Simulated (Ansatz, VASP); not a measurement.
## Two plane-wave programs on MgO

File POSCAR:

```
MgO
1.0
    0.0000000000      2.1021086852      2.1021086852
    2.1021086852      0.0000000000      2.1021086852
    2.1021086852      2.1021086852      0.0000000000
Mg O
1 1
Direct
   -0.0475712796      0.0475712796     -0.0475712796
    0.5000000000      0.5000000000      0.5000000000
```

The input INCAR.step1:

```
SYSTEM = MgO
  PREC = Accurate
  ENCUT = 520
  ISMEAR = 0
  SIGMA = 0.05
  LREAL = .False.
  LASPH = .True.
  NELM = 80
  NBANDS = 11
  GGA = PE
  ALGO = Normal
  EDIFF = 1E-4
  LWAVE = .True.
  LCHARG = .False.
```

Contents of INCAR.step2:

```
SYSTEM = MgO
  PREC = Accurate
  ENCUT = 520
  EDIFF = 1E-7
  ISMEAR = 0
  SIGMA = 0.05
  LREAL = .False.
  LASPH = .True.
  NELM = 80
  ALGO = Normal
  ISIF = 2
  LWAVE = .False.
  LCHARG = .False.
  METAGGA = R2SCAN
  LMIXTAU = .True.
  NBANDS = 11
  ISTART = 1
```

The input KPOINTS:

```
Automatic mesh
0
Gamma
  10 10 10
  0 0 0
```

Input for Ansatz:

```yaml
crystal:
  lattice:
    - [0.0, 2.1021086852, 2.1021086852]
    - [2.1021086852, 0.0, 2.1021086852]
    - [2.1021086852, 2.1021086852, 0.0]
  atoms:
    - { symbol: Mg, position: [-0.0475712796, 0.0475712796, -0.0475712796] }
    - { symbol: O, position: [0.5, 0.5, 0.5] }
basis:
  ecutwfc: 500
kpoints:
  mp_grid: { grid: [10, 10, 10] }
hamiltonian:
  xc: r2scan
scf:
  occupations: { method: gaussian, width: 0.05 }
output:
  forces: true
  stress: true
  eigenvalues: true
```

Change from the starting cell: all Mg atoms moved -0.200 Å, as atom 1 along Cartesian [0 1 0].

Alike in both runs: task single point; functional r2SCAN; k mesh 10 × 10 × 10; occupations gaussian, width 0.05 eV; no spin polarisation.

```csv
,VASP,Ansatz
version,VASP 6.6.1,Ansatz 0.2.0
potentials or method,"VASP PAW PBE potentials, release 64 (Mg, O), cutoff 520 eV","scalar-relativistic, plane waves, PAW"
valence electrons in the cell,8,16
```

Ansatz gave:

| Property | Result |
| --- | --- |
| gap on the k mesh at the Fermi level (eV) | 5.67 |
| least direct gap on the mesh (eV) | 5.67 |
| pressure (GPa) | 4.2 |
| traceless stress, the component that is largest in VASP (GPa) | 10.33 |
| rms of the force components (eV/Å) | 0.840 |

Question: What did VASP give for the same quantities?

Answer: gap on the k mesh at the Fermi level (eV): 5.64; least direct gap on the mesh (eV): 5.64; pressure (GPa): 3.2; traceless stress, the component that is largest in VASP (GPa): 10.59; rms of the force components (eV/Å): 0.852.

VASP's potentials were made for PBE, not for r2SCAN. Atom by atom the forces differ by 0.012 eV/Å (rms over components). VASP's potentials hold 8 valence electrons a cell and Ansatz's 16, so a difference there can come from the potentials and not from the codes.
